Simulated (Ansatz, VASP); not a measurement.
Given: the input of a run of VASP 6.6.1 on AlFe3B.

Contents of INCAR:

```
SYSTEM = AlFe3B
PREC     = Accurate       ! precision mode
ENCUT    = 520            ! plane-wave cutoff, eV
EDIFF    = 1E-6           ! SCF threshold, eV
ISMEAR   = -1             ! smearing method
SIGMA    = 0.05           ! smearing width, eV
LREAL    = .FALSE.        ! projectors in reciprocal space
LASPH    = .TRUE.         ! aspherical terms in the spheres
NELM     = 150            ! most SCF steps
ALGO     = Normal         ! electronic algorithm
ISIF     = 2              ! what is computed and relaxed
LWAVE    = .FALSE.        ! write WAVECAR
LCHARG   = .FALSE.        ! write CHGCAR
ISPIN    = 2              ! spin polarisation
MAGMOM   = 3 3 3 0 0      ! initial moments
LORBIT   = 11             ! projections on sites
LMAXMIX  = 4              ! l up to which the mixer works
GGA      = PS             ! functional
NBANDS   = 27             ! bands
```

The input KPOINTS:

```
Automatic mesh
0
G
  6 6 6
  0 0 0
```

File POSCAR:

```
AlFe3B
1.0
    3.8987684400      0.0000000000      0.0000000000
    0.0000000000      3.8987684400      0.0000000000
    0.0000000000      0.0000000000      3.8223220000
Fe Al B
3 1 1
Direct
    0.0000000000      0.0000000000      0.5000000000
    0.0000000000      0.5000000000      0.0000000000
    0.5000000000      0.0000000000      0.0000000000
    0.5000000000      0.5000000000      0.5000000000
    0.0000000000      0.0000000000      0.0000000000
```

Potentials or basis: VASP PAW PBE potentials, release 64 (Fe, Al, B).

Run with:

```console
$ cat potpaw_PBE.64/Fe/POTCAR potpaw_PBE.64/Al/POTCAR potpaw_PBE.64/B/POTCAR > POTCAR
$ mpirun -np 1 vasp_std > vasp.out
```

**Question.** Set up the same calculation for Ansatz 0.2.0. Potentials there: Ansatz PAW.

**Answer.** As run (the cutoff follows the program's own potentials):

input.yaml

```yaml
crystal:
  lattice:
    - [3.89876844, 0.0, 0.0]
    - [0.0, 3.89876844, 0.0]
    - [0.0, 0.0, 3.822322]
  atoms:
    - { symbol: Fe, position: [0.0, 0.0, 0.5], spin: 3.0 }
    - { symbol: Fe, position: [0.0, 0.5, 0.0], spin: 3.0 }
    - { symbol: Fe, position: [0.5, 0.0, 0.0], spin: 3.0 }
    - { symbol: Al, position: [0.5, 0.5, 0.5] }
    - { symbol: B, position: [0.0, 0.0, 0.0] }
hamiltonian:
  xc: pbesol
  pseudopotentials: { kind: paw }
magnetization:
  spin_polarized: true
kpoints:
  mp_grid: { grid: [6, 6, 6] }
scf:
  occupations: { method: fermi_dirac, width: 0.05 }
output:
  forces: true
  stress: true
  eigenvalues: true
```

Potentials or basis: Ansatz PAW.

The run is started by

```sh
$ ansatz run input.yaml --threads 2 --pin off --max-ram 5632MiB --backend cpu --events-out ev --progress --plain --runs-dir out
```

Both were run:

|  | VASP | Ansatz | Ansatz less VASP |
| --- | --- | --- | --- |
| gap on the k mesh at the Fermi level (eV) | none | none | - |
| pressure (GPa) | -13.3 | -13.9 | -0.55 |
| traceless stress, the component that is largest in VASP (GPa) | 3.70 | 3.69 | -0.004 |
| net moment per atom (μB) | 0.84 | 0.84 | 0.000 |
| size of the moment on the site where the two differ most (μB) | 1.49 | 1.39 | -0.098 |

VASP's potentials were made for PBE, not for PBEsol. Site moments also hang on the region over which each program counts them. A gap of «none» marks a metal or a gap that the smearing closes. With one functional, cell and mesh, what is left measures potentials, basis and numerics. VASP's potentials hold 30 valence electrons a cell and Ansatz's 54, so a difference there can come from the potentials and not from the codes.
